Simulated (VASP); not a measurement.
Set up this calculation in VASP 6.6.1, as the native input.

- Task: single point
- Functional: PBE
- Potentials or basis: VASP PAW PBE potentials, release 64 (Au)
- Cutoff: 520 eV
- k mesh: 8 × 8 × 8
- Occupations: gaussian, width 0.05 eV
- Spin: no spin polarisation
- Dipole correction: no
- Further INCAR settings: ALGO = Normal; EDIFF = 1e-06; NBANDS = 12

The structure of Au lies in POSCAR:

```
Au
1.0
    0.0000000000      2.0400000000      2.0400000000
    2.0400000000      0.0000000000      2.0400000000
    2.0400000000      2.0400000000      0.0000000000
Au
1
Direct
    0.0000000000      0.0000000000      0.0000000000
```

One way to write it, as run:

INCAR

```
PREC     = Accurate       # precision mode
ENCUT    = 520            # plane-wave cutoff, eV
EDIFF    = 1E-6           # SCF threshold, eV
ISMEAR   = 0              # smearing method
SIGMA    = 0.05           # smearing width, eV
LREAL    = False          # projectors in reciprocal space
LASPH    = True           # aspherical terms in the spheres
NELM     = 100            # most SCF steps
ALGO     = Normal         # electronic algorithm
ISIF     = 2              # what is computed and relaxed
LWAVE    = False          # write WAVECAR
LCHARG   = False          # write CHGCAR
GGA      = PE             # functional
NBANDS   = 12             # bands
```

KPOINTS

```
Automatic mesh
0
Gamma
  8 8 8
```

Potentials or basis: VASP PAW PBE potentials, release 64 (Au).

Run with:

```sh
$ cat potpaw_PBE.64/Au/POTCAR > POTCAR
$ mpirun -np 1 vasp_std > vasp.out
```

Results of the run:

| Quantity | Value |
| --- | --- |
| Pressure | 10.0 GPa |

Wall time 5 s on 1 thread of Intel(R) Xeon(R) 6975P-C (Granite Rapids) (shared host), peak memory 0.14 GiB.
